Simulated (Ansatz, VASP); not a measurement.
# One calculation of GaAs, two programs

File INCAR:

```
SYSTEM = GaAs
  PREC = Accurate
  ENCUT = 520
  EDIFF = 1E-6
  ISMEAR = 0
  SIGMA = 0.1
  LREAL = .False.
  LASPH = .True.
  NELM = 150
  ALGO = Normal
  ISIF = 2
  LWAVE = .False.
  LCHARG = .False.
  ISPIN = 2
  MAGMOM = 1 2
  LORBIT = 11
  GGA = CA
  NBANDS = 20
```

KPOINTS

```
Automatic mesh
0
Gamma
  12 12 12
  0 0 0
```

The input POSCAR:

```
GaAs
1.0
    0.0000000000      2.8016907855      2.8016907855
    2.8016907855      0.0000000000      2.8016907855
    2.8016907855      2.8016907855      0.0000000000
Ga As
1 1
Direct
    0.0000000000      0.0000000000      0.0000000000
    0.7500000000      0.7500000000      0.7500000000
```

Input for Ansatz:

```yaml
crystal:
  lattice:
    - [0.0, 2.8016907855, 2.8016907855]
    - [2.8016907855, 0.0, 2.8016907855]
    - [2.8016907855, 2.8016907855, 0.0]
  atoms:
    - { symbol: Ga, position: [0.0, 0.0, 0.0], spin: 1.0 }
    - { symbol: As, position: [0.75, 0.75, 0.75], spin: 2.0 }
basis:
  ecutwfc: 420
kpoints:
  mp_grid: { grid: [12, 12, 12] }
hamiltonian:
  xc: lda
scf:
  occupations: { method: gaussian, width: 0.1 }
output:
  forces: true
  eigenvalues: true
  stress: true
magnetization:
  spin_polarized: true
```

Alike in both runs: task single point; functional LDA; k mesh 12 × 12 × 12; occupations gaussian, width 0.1 eV; collinear spin.

|  | VASP | Ansatz |
| --- | --- | --- |
| version | VASP 6.6.1 | Ansatz 0.2.0 |
| potentials or method | VASP PAW LDA potentials, release 64 (Ga_d, As), cutoff 520 eV | scalar-relativistic, plane waves, PAW |
| valence electrons in the cell | 18 | 28 |

Ansatz gave:

* gap on the k mesh at the Fermi level (eV): 0.49
* pressure (GPa): 0.0
* net moment per atom (μB): 0.00

Task: Estimate VASP's values.

Result: gap on the k mesh at the Fermi level (eV): 0.54; pressure (GPa): 0.3; net moment per atom (μB): 0.00.

LDA's correlation is that of Perdew and Zunger in VASP and of Perdew and Wang (1992) in Ansatz. VASP's potentials hold 18 valence electrons a cell and Ansatz's 28, so a difference there can come from the potentials and not from the codes. Ansatz's warnings: seeded moment not kept.
